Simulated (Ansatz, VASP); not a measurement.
# SnPb5Se6: VASP beside Ansatz

```
CELL_PARAMETERS angstrom
4.36383 0.00000 0.00000
0.00000 4.36383 0.00000
0.00000 0.00000 18.51416
ATOMIC_POSITIONS crystal
Sn 0.00000 0.00000 0.00000
Pb 0.50000 0.50000 0.83333
Pb 0.00000 0.00000 0.66667
Pb 0.50000 0.50000 0.50000
Pb 0.00000 0.00000 0.33333
Pb 0.50000 0.50000 0.16667
Se 0.00000 0.00000 0.83333
Se 0.50000 0.50000 0.66667
Se 0.00000 0.00000 0.50000
Se 0.50000 0.50000 0.33333
Se 0.00000 0.00000 0.16667
Se 0.50000 0.50000 0.00000
```

Alike in both runs: task single point; functional PBE; k mesh 4 × 4 × 1; occupations gaussian, width 0.1 eV; no spin polarisation.

|  | VASP | Ansatz |
| --- | --- | --- |
| version | VASP 6.6.1 | Ansatz 0.2.0 |
| potentials or method | VASP PAW PBE potentials, release 64 (Sn_d, Pb_d, Se), cutoff 520 eV | scalar-relativistic, plane waves, PAW |
| valence electrons in the cell | 120 | 180 |

```tsv
	VASP	Ansatz	Ansatz less VASP
gap on the k mesh at the Fermi level (eV)	0.66	0.66	0.000
least direct gap on the mesh (eV)	0.66	0.66	0.000
pressure (GPa)	0.4	0.4	+0.02
traceless stress, the component that is largest in VASP (GPa)	-1.39	-1.39	-0.002
rms of the force components (eV/Å)	0.043	0.043	+0.0001
```

Atom by atom the forces differ by 0.000 eV/Å (rms over components). VASP's potentials hold 120 valence electrons a cell and Ansatz's 180, so a difference there can come from the potentials and not from the codes.

Spin-orbit coupling is off throughout.
